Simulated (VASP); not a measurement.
Wanted: the native input for a VASP 6.6.1 run.

| Property | Result |
| --- | --- |
| Task | single point |
| Functional | PBEsol |
| Potentials or basis | VASP PAW PBE potentials, release 64 (K_sv, Cl) |
| Cutoff | 500 eV |
| k mesh | 8 × 8 × 8 |
| Occupations | gaussian, width 0.05 eV |
| Spin | no spin polarisation |
| Dipole correction | no |
| Further INCAR settings | ALGO = Normal; EDIFF = 1e-06; NBANDS = 15 |

The structure of KCl lies in POSCAR:

```
KCl
1.0
    0.0000000000      3.1628115595      3.1628115595
    3.1628115595      0.0000000000      3.1628115595
    3.1628115595      3.1628115595      0.0000000000
K Cl
1 1
Direct
    0.0000000000      0.0000000000      0.0000000000
    0.5000000000      0.5000000000      0.5000000000
```

One way to write it, as run:

INCAR

```
SYSTEM = KCl
  ALGO = Normal
  EDIFF = 1E-6
  ENCUT = 500
  GGA = PS
  GGA_COMPAT = .FALSE.
  ISIF = 2
  ISMEAR = 0
  LASPH = .TRUE.
  LCHARG = .FALSE.
  LREAL = .FALSE.
  LWAVE = .FALSE.
  NBANDS = 15
  NELM = 120
  PREC = Accurate
  SIGMA = 0.05
```

KPOINTS

```
k-points
0
G
  8 8 8
  0 0 0
```

Potentials or basis: VASP PAW PBE potentials, release 64 (K_sv, Cl).

Command:

```bash
$ cat potpaw_PBE.64/K_sv/POTCAR potpaw_PBE.64/Cl/POTCAR > POTCAR
$ mpirun -np 1 vasp_std > vasp.out
```

Results of the run:

| Item | Value |
| --- | --- |
| Pressure | -0.6 GPa |
| Band gap on the k mesh | 4.97 eV |

Caveat: the PAW data sets were made with another functional, which shifts forces and pressure a little.

Run time: 49 s on 1 thread of Intel Xeon 8259CL, with other jobs on the host, peak memory 0.21 GiB.
